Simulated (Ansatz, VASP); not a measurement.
Ni: VASP beside Ansatz

```
Ni
1.0
     0.00000    1.75970    1.75970
     1.75970    0.00000    1.75970
     1.75970    1.75970    0.00000
Ni
1
Direct
  0.00000 0.00000 0.00000
```

Alike in both runs: task relaxation of cell and atoms; functional PBE; k mesh 19 × 19 × 19; occupations fermi-dirac, width 0.1 eV; collinear spin.

|  | VASP | Ansatz |
| --- | --- | --- |
| version | VASP 6.6.1 | Ansatz 0.2.0 |
| potentials or method | VASP PAW PBE potentials, release 64 (Ni) | PAW with Ansatz's default frozen-core files, scalar-relativistic |
| plane-wave cutoff (eV) | 600 | 420 |
| valence electrons in the cell | 10 | 18 |

|  | VASP | Ansatz | Ansatz less VASP |
| --- | --- | --- | --- |
| net moment per atom (μB) | 0.61 | 0.63 | +0.017 |
| size of the moment on the site where the two differ most (μB) | 0.62 | 0.67 | +0.043 |
| relaxed volume (Å³/atom) | 10.90 | 10.91 | +0.011 |
| relaxed cell length with the largest relative difference (Å) | 2.489 | 2.490 | +0.0008 |

Site moments also hang on the region over which each program counts them. VASP's potentials hold 10 valence electrons a cell and Ansatz's 18, so a difference there can come from the potentials and not from the codes.
